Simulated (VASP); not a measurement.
# Ni in VASP: single point with PBE

Aim: the single point of Ni with PBE.

Program: VASP 6.6.1. These are calculated values, not measurements. Logs are shortened: lines on timing, memory, paths and dates and some standing lists are left out, and cuts for length are marked.

### Step 1. The cell of the first run

The cell holds a slab with vacuum, 7 atoms: a = 2.500 Å, b = 2.500 Å, c = 28.608 Å, α = 90.00°, β = 90.00°, γ = 90.00°.

### Step 2. Single point, PBE, collinear spin, ferromagnetic start

Contents of INCAR:

```
SYSTEM = Ni
PREC = Accurate
ENCUT = 520
EDIFF = 1E-7
ISMEAR = 0
SIGMA = 0.1
LREAL = .FALSE.
LASPH = .TRUE.
NELM = 150
ALGO = Normal
ISIF = 2
LWAVE = .FALSE.
LCHARG = .TRUE.
ISPIN = 2
MAGMOM = 2 2 2 2 2 2 2
LORBIT = 11
LMAXMIX = 4
LDIPOL = .TRUE.
IDIPOL = 3
DIPOL = 0.5 0.5 0.499
GGA = PE
LELF = .TRUE.
LVHAR = .TRUE.
LVACPOTAV = .TRUE.
NBANDS = 48
```

Contents of KPOINTS:

```
regular mesh
0
G
  10 10 1
  0 0 0
```

Contents of POSCAR:

```
Ni
1.0
    2.5002588700      0.0000000000      0.0000000000
    0.0000000000      2.5002588700      0.0000000000
    0.0000000000      0.0000000000     28.6077002586
Ni
7
Direct
    0.5000000000      0.5000000000      0.3146006117
    0.0000000000      0.0000000000      0.3764004111
    0.5000000000      0.5000000000      0.4382002006
    0.0000000000      0.0000000000      0.4994456078
    0.5000000000      0.5000000000      0.5607467479
    0.0000000000      0.0000000000      0.6223650322
    0.5000000000      0.5000000000      0.6811250268
```

Potentials or basis: VASP PAW PBE potentials, release 64 (Ni).

Run with:

```sh
$ cat potpaw_PBE.64/Ni/POTCAR > POTCAR
$ mpirun -np 1 vasp_std > vasp.out
```

OUTCAR:

```text
SYSTEM = Ni
   PREC = Accurate
   ENCUT = 520
   EDIFF = 1E-7
   ISMEAR = 0
   LREAL = .FALSE.
   LASPH = .TRUE.
   NELM = 150
   ISIF = 2
   ISPIN = 2
   LORBIT = 11
   GGA = PE

 ion  position               nearest neighbor table
   1  0.500  0.500  0.315-   2 2.50   2 2.50   2 2.50   2 2.50
   2  0.000  0.000  0.376-   3 2.50   3 2.50   3 2.50   3 2.50   1 2.50   1 2.50   1 2.50   1 2.50

   3  0.500  0.500  0.438-   4 2.49   4 2.49   4 2.49   4 2.49   2 2.50   2 2.50   2 2.50   2 2.50

   4  0.000  0.000  0.499-   3 2.49   3 2.49   3 2.49   3 2.49   5 2.49   5 2.49   5 2.49   5 2.49

   5  0.500  0.500  0.561-   4 2.49   4 2.49   4 2.49   4 2.49   6 2.50   6 2.50   6 2.50   6 2.50

   6  0.000  0.000  0.622-   7 2.44   7 2.44   7 2.44   7 2.44   5 2.50   5 2.50   5 2.50   5 2.50

   7  0.500  0.500  0.681-   6 2.44   6 2.44   6 2.44   6 2.44

  LATTYP: Found a simple tetragonal cell.
 ALAT       =     2.5002588700
 C/A-ratio  =    11.4418953181

  Lattice vectors:

 A1 = (   2.5002588700,   0.0000000000,   0.0000000000)
 A2 = (   0.0000000000,   2.5002588700,   0.0000000000)
 A3 = (   0.0000000000,   0.0000000000,  28.6077002586)

Analysis of symmetry for initial positions (statically):
=====================================================================
 Subroutine PRICEL returns:
 Original cell was already a primitive cell.

 Routine SETGRP: Setting up the symmetry group for a
 simple tetragonal supercell.

 Subroutine GETGRP returns: Found  8 space group operations
 (whereof  8 operations were pure point group operations)
 out of a pool of 16 trial point group operations.

The static configuration has the point symmetry C_4v.

Analysis of symmetry for dynamics (positions and initial velocities):
=====================================================================
 Subroutine PRICEL returns:
 Original cell was already a primitive cell.

 Routine SETGRP: Setting up the symmetry group for a
 simple tetragonal supercell.

 Subroutine GETGRP returns: Found  8 space group operations
 (whereof  8 operations were pure point group operations)
 out of a pool of 16 trial point group operations.

The dynamic configuration has the point symmetry C_4v.

Analysis of structural, dynamic, and magnetic symmetry:
=====================================================================
 Subroutine PRICEL returns:
 Original cell was already a primitive cell.

 Routine SETGRP: Setting up the symmetry group for a
 simple tetragonal supercell.
[... 157 lines left out ...]

 Free energy of the ion-electron system (eV)
  ---------------------------------------------------
  ext. energy  EPLUGINS =         0.00000000
  ---------------------------------------------------
  free energy    TOTEN  =       -36.57805746 eV

  energy without entropy =      -36.51671511  energy(sigma->0) =      -36.54738629

 E-fermi :   1.2271     XC(G=0):  -6.3642

 val. band max:        1.2258680477   @ k =   0.4000   0.1000   0.0000
 cond. band min:       1.2289976142   @ k =   0.4000   0.3000   0.0000
 fundamental gap:      0.0031295665
 Fermi energy:         1.2270635786

 spin component 1

 k-point     1 :       0.0000    0.0000    0.0000
  band No.  band energies     occupation
      1      -7.5102      1.00000
      2      -6.8368      1.00000
      3      -5.7900      1.00000
      4      -4.5498      1.00000
      5      -3.5797      1.00000
      6      -3.3104      1.00000
[... 1039 lines left out ...]
     46      10.5668      0.00000
     47      10.6395      0.00000
 Fermi energy:         1.2270635786

 spin component 2

 k-point     1 :       0.0000    0.0000    0.0000
  band No.  band energies     occupation
      1      -7.5368      1.00000
      2      -6.8586      1.00000
      3      -5.8011      1.00000
      4      -4.5189      1.00000
      5      -3.4127      1.00000
      6      -2.9770      1.00000
[... 1039 lines left out ...]
     46      10.7941      0.00000
     47      10.7941      0.00000
 [bands above 47 left out]

------------------------ aborting loop because EDIFF is reached ----------------------------------------

  FORCE on cell =-STRESS in cart. coord.  units (eV):
  Direction    XX          YY          ZZ          XY          YZ          ZX
  --------------------------------------------------------------------------------------
  -------------------------------------------------------------------------------------
  Total       -2.5230416     -2.5230416     -0.7790889     -0.0000000      0.0000000      0.0000000
  in kB      -22.6038329    -22.6038329     -6.9798273     -0.0000000      0.0000000      0.0000000
  external PRESSURE =     -17.3958310 kB  Pullay stress =       0.0000000 kB

 VOLUME and BASIS-vectors are now :
 -----------------------------------------------------------------------------
  energy-cutoff  :      520.00
  volume of cell :      178.84
      direct lattice vectors                 reciprocal lattice vectors
     2.500258870  0.000000000  0.000000000     0.399958585  0.000000000  0.000000000
     0.000000000  2.500258870  0.000000000     0.000000000  0.399958585  0.000000000
     0.000000000  0.000000000 28.607700259     0.000000000  0.000000000  0.034955624

 POSITION                                       TOTAL-FORCE (eV/Angst)
 -----------------------------------------------------------------------------------
      1.25013      1.25013      9.00000         0.000000      0.000000      0.408870
      0.00000      0.00000     10.76795         0.000000      0.000000     -0.341820
      1.25013      1.25013     12.53590         0.000000      0.000000     -0.075583
      0.00000      0.00000     14.28799        -0.000000     -0.000000      0.004110
      1.25013      1.25013     16.04167         0.000000     -0.000000      0.001158
      0.00000      0.00000     17.80443         0.000000     -0.000000     -0.030308
      1.25013      1.25013     19.48542         0.000000     -0.000000      0.033572
 -----------------------------------------------------------------------------------
    total drift:                               -0.000000     -0.000000     -0.000103

  FREE ENERGIE OF THE ION-ELECTRON SYSTEM (eV)
  ---------------------------------------------------
  free  energy   TOTEN  =       -36.5780574636 eV

  energy  without entropy=      -36.5167151128  energy(sigma->0) =      -36.54738629

 vacuum level on the upper side and lower side of the slab         6.143         6.147

 total charge

# of ion       s       p       d       tot
------------------------------------------
    1        0.467   0.328   8.311   9.105
    2        0.488   0.483   8.301   9.272
    3        0.495   0.489   8.305   9.289
    4        0.496   0.491   8.312   9.299
    5        0.495   0.490   8.307   9.292
    6        0.500   0.508   8.310   9.318
    7        0.479   0.349   8.322   9.150
--------------------------------------------------
tot          3.420   3.139  58.167  64.726

 magnetization (x)

# of ion       s       p       d       tot
------------------------------------------
    1       -0.000  -0.015   0.786   0.770
    2       -0.006  -0.023   0.738   0.709
    3       -0.005  -0.024   0.732   0.702
    4       -0.005  -0.024   0.698   0.668
    5       -0.005  -0.024   0.726   0.696
    6       -0.006  -0.024   0.735   0.705
    7       -0.001  -0.016   0.778   0.761
--------------------------------------------------
tot         -0.030  -0.150   5.192   5.012
```

It took 16 min on 1 thread of AMD EPYC 9R45 (Zen 5), shared host; peak memory 0.47 GiB.

What came out:

- Free energy: -36.5781 eV
- Largest force: 0.409 eV/Å
- Net moment: 4.92 μB per cell
- Site moments: Ni +0.77, +0.71, +0.70, +0.67, +0.76 (each value once) μB
- Valence electrons inside the program's atomic spheres: Ni 9.11, 9.27, 9.29, 9.30, 9.32, 9.15 (each value once)

Forces on the atoms (eV/Å):
```
Ni   0.000  0.000  0.409
Ni   0.000  0.000 -0.342
Ni   0.000  0.000 -0.076
Ni   0.000  0.000  0.004
Ni   0.000  0.000  0.001
Ni   0.000  0.000 -0.030
Ni   0.000  0.000  0.034
```
